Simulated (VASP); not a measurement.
Input of a VASP 6.6.1 run:

The input INCAR:

```
SYSTEM = Re
ALGO = Normal
EDIFF = 1E-6
ENCUT = 520
GGA = PE
GGA_COMPAT = .False.
ISIF = 2
ISMEAR = -1
LASPH = .True.
LCHARG = .True.
LMAXMIX = 4
LNONCOLLINEAR = .True.
LORBIT = 11
LORBMOM = .True.
LREAL = .False.
LSORBIT = .True.
LVHAR = .True.
LWAVE = .False.
MAGMOM = 0 0 0
NBANDS = 18
NELM = 150
PREC = Accurate
SIGMA = 0.05
```

Contents of KPOINTS:

```
k-points
0
Gamma
  18 18 18
  0 0 0
```

The input POSCAR:

```
Re
1.0
    0.0000000000      1.9587423721      1.9587423721
    1.9587423721      0.0000000000      1.9587423721
    1.9587423721      1.9587423721      0.0000000000
Re
1
Direct
    0.0000000000      0.0000000000      0.0000000000
```

Potentials or basis: VASP PAW PBE potentials, release 64 (Re).

Command:

```sh
$ cat potpaw_PBE.64/Re/POTCAR > POTCAR
$ mpirun -np 1 vasp_ncl > vasp.out
```

(1) Estimate the net moment.

(2) What does it give for the pressure?

## Answers

(1) 0.00 μB per cell.

(2) -0.5 GPa.
